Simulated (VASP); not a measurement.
# W4C4F in VASP: single point with LDA

Aim: the single point of W4C4F with LDA.

Program: VASP 6.6.1. These are calculated values, not measurements. Logs are shortened: lines on timing, memory, paths and dates and some standing lists are left out, and cuts for length are marked.

## Step 1: The cell of the first run

The cell holds a slab with vacuum, 18 atoms: a = 5.751 Å, b = 5.751 Å, c = 16.226 Å, α = 90.00°, β = 90.00°, γ = 120.00°.

## Step 2: Single point, LDA

INCAR reads:

```
SYSTEM = W4C4F
ALGO = Normal
EDIFF = 1E-6
ENCUT = 520
ISIF = 2
ISMEAR = -1
LASPH = .TRUE.
LCHARG = .FALSE.
LREAL = Auto
LWAVE = .FALSE.
NBANDS = 94
NELM = 60
PREC = Accurate
SIGMA = 0.1
```

KPOINTS reads:

```
k-points
0
G
  3 3 1
  0 0 0
```

POSCAR reads:

```
W4C4F
1.0
    5.7513400000      0.0000000000      0.0000000000
   -2.8756700000      4.9808070000      0.0000000000
    0.0000000000      0.0000000000     16.2257100000
W C F
8 8 2
Direct
    0.0000000000      0.0000000000      0.0616305900
   -0.0011112494     -0.0006158725      0.2339705735
   -0.0000000200      0.4999999500      0.0616305900
   -0.0011030720      0.4993846451      0.2339758724
    0.5000000000      0.0000000000      0.0616305900
    0.4967365131     -0.0016828892      0.2356703383
    0.4999999800      0.4999999500      0.0616305900
    0.4967034980      0.4982927860      0.2356844648
    0.3336076900      0.1667791582      0.1413908533
    0.3211990879      0.1605298658      0.3037811067
    0.3336152135      0.6667797876      0.1414106537
    0.3211991467      0.6605545886      0.3038024145
    0.8318651715      0.1659105273      0.1430030388
    0.8374183656      0.1687128167      0.3124375349
    0.8318509674      0.6659127595      0.1430151009
    0.8375337089      0.6686854689      0.3124597248
   -0.1782468169      0.1608751023      0.3931281086
   -0.1780965936     -0.3391130152      0.3931529736
```

Potentials or basis: VASP PAW LDA potentials, release 64 (W_sv, C, F).

Run with:

```console
> cat potpaw_LDA.64/W_sv/POTCAR potpaw_LDA.64/C/POTCAR potpaw_LDA.64/F/POTCAR > POTCAR
> mpirun -np 1 vasp_std > vasp.out
```

OUTCAR:

```text
SYSTEM = W4C4F
   EDIFF = 1E-6
   ENCUT = 520
   ISIF = 2
   ISMEAR = -1
   LASPH = .TRUE.
   LREAL = Auto
   NELM = 60
   PREC = Accurate

 ion  position               nearest neighbor table
   1  0.000  0.000  0.062-   9 2.11  13 2.12  15 2.12   2 2.80   3 2.88   7 2.88   5 2.88   5 2.88
                             7 2.88   3 2.88
   2  0.999  0.999  0.234-  10 1.96  16 2.08  14 2.08  15 2.22  13 2.22   9 2.24   1 2.80   8 2.87
                             6 2.87   4 2.88   4 2.88   6 2.89   8 2.89
   3  1.000  0.500  0.062-  11 2.11  13 2.12  15 2.12   4 2.80   1 2.88   5 2.88   7 2.88   7 2.88
                             5 2.88   1 2.88
   4  0.999  0.499  0.234-  12 1.96  14 2.08  16 2.08  13 2.22  15 2.22  11 2.24   3 2.80   8 2.87
                             6 2.87   2 2.88   2 2.88   6 2.89   8 2.89
   5  0.500  0.000  0.062-   9 2.10  11 2.10  13 2.12   6 2.82   7 2.88   3 2.88   1 2.88   1 2.88
                             3 2.88   7 2.88
   6  0.497  0.998  0.236-  10 2.01  12 2.01  14 2.10  13 2.25  11 2.25   9 2.25   5 2.82   2 2.87
                             4 2.87   8 2.88   8 2.88   4 2.89   2 2.89
   7  0.500  0.500  0.062-  11 2.10   9 2.10  15 2.12   8 2.82   5 2.88   1 2.88   3 2.88   3 2.88
                             1 2.88   5 2.88
   8  0.497  0.498  0.236-  10 2.01  12 2.01  16 2.11  15 2.25   9 2.25  11 2.25   7 2.82   4 2.87
                             2 2.87   6 2.88   6 2.88   2 2.89   4 2.89
   9  0.334  0.167  0.141-   5 2.10   7 2.10   1 2.11   2 2.24   8 2.25   6 2.25
  10  0.321  0.161  0.304-   2 1.96   8 2.01   6 2.01
  11  0.334  0.667  0.141-   7 2.10   5 2.10   3 2.11   4 2.24   6 2.25   8 2.25
  12  0.321  0.661  0.304-   4 1.96   8 2.01   6 2.01
  13  0.832  0.166  0.143-   5 2.12   1 2.12   3 2.12   4 2.22   2 2.22   6 2.25
  14  0.837  0.169  0.312-  17 1.31   4 2.08   2 2.08   6 2.10
  15  0.832  0.666  0.143-   7 2.12   3 2.12   1 2.12   2 2.22   4 2.22   8 2.25
  16  0.838  0.669  0.312-  18 1.31   4 2.08   2 2.08   8 2.11
  17  0.822  0.161  0.393-  14 1.31
  18  0.822  0.661  0.393-  16 1.31

  LATTYP: Found a hexagonal cell.
 ALAT       =     5.7513400000
 C/A-ratio  =     2.8212051452

  Lattice vectors:

 A1 = (   5.7513400000,   0.0000000000,   0.0000000000)
 A2 = (  -2.8756700000,   4.9808070000,   0.0000000000)
 A3 = (   0.0000000000,   0.0000000000,  16.2257100000)

Analysis of symmetry for initial positions (statically):
=====================================================================
 Subroutine PRICEL returns:
 Original cell was already a primitive cell.

 Routine SETGRP: Setting up the symmetry group for a
 hexagonal supercell.

 Subroutine GETGRP returns: Found  1 space group operations
 (whereof  1 operations were pure point group operations)
 out of a pool of 24 trial point group operations.

The static configuration has the point symmetry C_1 .

Analysis of symmetry for dynamics (positions and initial velocities):
=====================================================================
 Subroutine PRICEL returns:
 Original cell was already a primitive cell.

 Routine SETGRP: Setting up the symmetry group for a
 hexagonal supercell.

 Subroutine GETGRP returns: Found  1 space group operations
 (whereof  1 operations were pure point group operations)
 out of a pool of 24 trial point group operations.

The dynamic configuration has the point symmetry C_1 .

 Subroutine INISYM returns: Found  1 space group operations
 (whereof  1 operations are pure point group operations),
 and found     1 'primitive' translations

----------------------------------------------------------------------------------------

                                     Primitive cell

  volume of cell :     464.8068

  direct lattice vectors                    reciprocal lattice vectors
     5.751340000  0.000000000  0.000000000     0.173872524  0.100385339  0.000000000
    -2.875670000  4.980807000  0.000000000     0.000000000  0.200770678  0.000000000
     0.000000000  0.000000000 16.225710000     0.000000000  0.000000000  0.061630585

  length of vectors
     5.751340000  5.751340393 16.225710000     0.200770692  0.200770678  0.061630585

  position of ions in fractional coordinates (direct lattice)
     0.000000000  0.000000000  0.061630590
     0.998888751  0.999384128  0.233970574
     0.999999980  0.499999950  0.061630590
     0.998896928  0.499384645  0.233975872
     0.500000000  0.000000000  0.061630590
     0.496736513  0.998317111  0.235670338
[... 10 lines left out ...]
     0.821753183  0.160875102  0.393128109
     0.821903406  0.660886985  0.393152974

  ion indices of the primitive-cell ions
   primitive index   ion index
                 1           1
                 2           2
                 3           3
                 4           4
                 5           5
                 6           6
[... 10 lines left out ...]
                17          17
                18          18

----------------------------------------------------------------------------------------

 KPOINTS: k-points

Automatic generation of k-mesh.
 Grid dimensions read from file:
 generate k-points for:    3    3    1

 Generating k-lattice:

  Cartesian coordinates                     Fractional coordinates (reciprocal lattice)
     0.057957508  0.033461780  0.000000000     0.333333333  0.000000000  0.000000000
     0.000000000  0.066923559  0.000000000     0.000000000  0.333333333  0.000000000
     0.000000000  0.000000000  0.061630585     0.000000000  0.000000000  1.000000000

  Length of vectors
     0.066923564  0.066923559  0.061630585

  Shift w.r.t. Gamma in fractional coordinates (k-lattice)
     0.000000000  0.000000000  0.000000000

 Subroutine IBZKPT returns following result:
 ===========================================

 Found      5 irreducible k-points:

 Following reciprocal coordinates:
            Coordinates               Weight
  0.000000  0.000000  0.000000      1.000000
  0.333333 -0.000000  0.000000      2.000000
  0.000000  0.333333  0.000000      2.000000
 -0.333333  0.333333  0.000000      2.000000
  0.333333  0.333333  0.000000      2.000000
   k-points           NKPTS =      5   k-points in BZ     NKDIM =      5   number of bands    NBANDS=     94
   number of dos      NEDOS =    301   number of ions     NIONS =     18
   total plane-waves  NPLWV = 290304
   dimension x,y,z NGX =    48 NGY =   48 NGZ =  126
   dimension x,y,z NGXF=    96 NGYF=   96 NGZF=  252
   ions per type =               8   8   2
   NGX,Y,Z   is equivalent  to a cutoff of  13.87, 13.87, 12.91 a.u.
   NGXF,Y,Z  is equivalent  to a cutoff of  27.75, 27.75, 25.82 a.u.
 SYSTEM =  W4C4F
   PREC   = accura    normal or accurate (medium, high low for compatibility)
   ISTART =      0    job   : 0-new  1-cont  2-samecut
   ICHARG =      2    charge: 1-file 2-atom 10-const
   ISPIN  =      1    spin polarized calculation?
   LNONCOLLINEAR =      F non collinear calculations
   LSORBIT =      F    spin-orbit coupling
   LASPH  =      T    aspherical Exc in radial PAW
   ENCUT  =  520.0 eV  38.22 Ry    6.18 a.u.  10.69 10.69 30.17*2*pi/ulx,y,z
   NELM   =     60;   NELMIN=  2; NELMDL= -5     # of ELM steps
   EDIFF  = 0.1E-05   stopping-criterion for ELM
   LREAL  =      T    real-space projection
   EDIFFG = 0.1E-04   stopping-criterion for IOM
   NSW    =      0    number of steps for IOM
   IBRION =     -1    ionic relax: 0-MD 1-quasi-New 2-CG
   NFREE  =      0    steps in history (QN), initial steepest desc. (CG)
   ISIF   =      2    stress and relaxation
   ISYM   =      2    0-nonsym 1-usesym 2-fastsym
   POTIM  = 0.5000    time-step for ionic-motion
   TEBEG  =    0.0;   TEEND  =   0.0 temperature during run
   PSTRESS=    0.0 pullay stress
   NELECT =     158.0000    total number of electrons
   NUPDOWN=      -1.0000    fix difference up-down
   EMIN   =  10.00;   EMAX   =-10.00  energy-range for DOS
   EFERMI =   0.00;   METHOD = LEGACY
   ISMEAR =    -1;   SIGMA  =   0.10  broadening in eV -4-tet -1-fermi 0-gaus
   EFERMI_NEDOS =   21; number of points for ismear=-14 and -15
   IALGO  =     38    algorithm
   IMIX   =      4    mixing-type and parameters
     AMIX     =   0.40;   BMIX     =  1.00
     AMIX_MAG =   1.60;   BMIX_MAG =  1.00
  volume/ion in A,a.u.               =      25.82       174.26
  Fermi-wavevector in a.u.,A,eV,Ry     =   1.142536  2.159079 17.760874  1.305387
  Thomas-Fermi vector in A             =   2.279233
   LORBIT       =      0    0 simple, 1 ext, 2 COOP (PROOUT), +10 PAW based schemes
   GGA     = CA    functional components
   LHFCALC =     F    Hartree Fock is set to
   AEXX    =    0.0000 exact exchange contribution
   IVDW    =     0    specifies the selected vdW correction
   LEPSILON=     F    determine dielectric tensor
   LRPA    =     F    only Hartree local field effects (RPA)
 non-spin polarized calculation
  energy-cutoff  :      520.00
  volume of cell :      464.81
 maximum number of plane-waves:     12553
 NGX is ok and might be reduce to    48
   NGX = 21   NGY = 21   NGZ = 61

 number of electron     157.9999999 magnetization

 Free energy of the ion-electron system (eV)
  ---------------------------------------------------
  ext. energy  EPLUGINS =         0.00000000
  ---------------------------------------------------
  free energy    TOTEN  =      -189.64536589 eV

  energy without entropy =     -189.43289449  energy(sigma->0) =     -189.53913019

 E-fermi :   0.2672     XC(G=0):  -6.5608

 val. band max:        0.2486962994   @ k =   0.0000   0.3333   0.0000
 cond. band min:       0.3107410455   @ k =   0.3333  -0.0000   0.0000
 fundamental gap:      0.0620447461
 Fermi energy:         0.2671989127

 k-point     1 :       0.0000    0.0000    0.0000
  band No.  band energies     occupation
      1     -73.0377      2.00000
      2     -72.9740      2.00000
      3     -72.9704      2.00000
      4     -72.9672      2.00000
      5     -72.8469      2.00000
      6     -72.8045      2.00000
[... 83 lines left out ...]
     90       3.9219      0.00000
     91       3.9430      0.00000

 k-point     2 :       0.3333   -0.0000    0.0000
  band No.  band energies     occupation
      1     -73.0212      2.00000
      2     -72.9870      2.00000
      3     -72.9740      2.00000
      4     -72.9671      2.00000
      5     -72.8423      2.00000
      6     -72.8045      2.00000
[... 83 lines left out ...]
     90       3.2223      0.00000
     91       3.3252      0.00000

 k-point     3 :       0.0000    0.3333    0.0000
  band No.  band energies     occupation
      1     -73.0211      2.00000
      2     -72.9880      2.00000
      3     -72.9703      2.00000
      4     -72.9699      2.00000
      5     -72.8352      2.00000
      6     -72.8140      2.00000
[... 83 lines left out ...]
     90       3.2197      0.00000
     91       3.5332      0.00000

 k-point     4 :      -0.3333    0.3333    0.0000
  band No.  band energies     occupation
      1     -73.0211      2.00000
      2     -72.9880      2.00000
      3     -72.9703      2.00000
      4     -72.9699      2.00000
      5     -72.8352      2.00000
      6     -72.8140      2.00000
[... 83 lines left out ...]
     90       3.2198      0.00000
     91       3.5330      0.00000

 k-point     5 :       0.3333    0.3333    0.0000
  band No.  band energies     occupation
      1     -72.9992      2.00000
      2     -72.9961      2.00000
      3     -72.9923      2.00000
      4     -72.9618      2.00000
      5     -72.8317      2.00000
      6     -72.8152      2.00000
[... 83 lines left out ...]
     90       3.0057      0.00000
     91       3.0134      0.00000
 [bands above 91 left out]

------------------------ aborting loop because EDIFF is reached ----------------------------------------

  FORCE on cell =-STRESS in cart. coord.  units (eV):
  Direction    XX          YY          ZZ          XY          YZ          ZX
  --------------------------------------------------------------------------------------
  -------------------------------------------------------------------------------------
  Total        2.2529542      1.6910237      3.1742103      0.4853226     -0.0178205     -0.0551695
  in kB        7.7658766      5.8289161     10.9414230      1.6728947     -0.0614269     -0.1901680
  external PRESSURE =       8.1787386 kB  Pullay stress =       0.0000000 kB

 VOLUME and BASIS-vectors are now :
 -----------------------------------------------------------------------------
  energy-cutoff  :      520.00
  volume of cell :      464.81
      direct lattice vectors                 reciprocal lattice vectors
     5.751340000  0.000000000  0.000000000     0.173872524  0.100385339  0.000000000
    -2.875670000  4.980807000  0.000000000     0.000000000  0.200770678  0.000000000
     0.000000000  0.000000000 16.225710000     0.000000000  0.000000000  0.061630585

 POSITION                                       TOTAL-FORCE (eV/Angst)
 -----------------------------------------------------------------------------------
      0.00000      0.00000      1.00000        -0.101489     -0.060629     -0.118637
      2.87105      4.97774      3.79634        -0.031342     -0.015015     -0.022832
      4.31351      2.49040      1.00000        -0.100871     -0.059041     -0.116635
      4.30893      2.48734      3.79642        -0.030224     -0.012278     -0.026146
      2.87567      0.00000      1.00000         0.106614      0.058478     -0.134731
     -0.01393      4.97242      3.82392         0.021273      0.010889     -0.025179
[... 10 lines left out ...]
      4.26356      0.80129      6.37878        -0.023888     -0.014255      0.553230
      2.82655      3.29175      6.37919        -0.023891     -0.013935      0.548626
 -----------------------------------------------------------------------------------
    total drift:                               -0.005730     -0.001485     -0.058170

  FREE ENERGIE OF THE ION-ELECTRON SYSTEM (eV)
  ---------------------------------------------------
  free  energy   TOTEN  =      -189.6453658861 eV

  energy  without entropy=     -189.4328944924  energy(sigma->0) =     -189.53913019
```

Wall time 24 min (1 thread of Intel Xeon 8259CL, shared host); peak memory 0.52 GiB.

What came out:

* Free energy: -189.6454 eV
* Largest force: 0.554 eV/Å
* Band gap on the k mesh: zero (bands 79 and 80 overlap by 0.98 eV)

Forces on the atoms (eV/Å):
```
W   -0.101 -0.061 -0.119
W   -0.031 -0.015 -0.023
W   -0.101 -0.059 -0.117
W   -0.030 -0.012 -0.026
W    0.107  0.058 -0.135
W    0.021  0.011 -0.025
W    0.106  0.061 -0.133
W    0.026  0.019 -0.026
C   -0.001  0.001  0.008
C    0.009  0.005  0.158
C   -0.001 -0.001  0.003
C    0.010  0.006  0.153
C   -0.007 -0.004  0.006
C    0.026  0.010 -0.414
C   -0.005 -0.005  0.003
C    0.020  0.013 -0.415
F   -0.024 -0.014  0.553
F   -0.024 -0.014  0.549
```

Caveat: the k points lie up to 0.42 Å⁻¹ apart, too coarse for converged energies and pressures of a metal; spin-orbit coupling is left out, which moves the levels of the heavy elements.
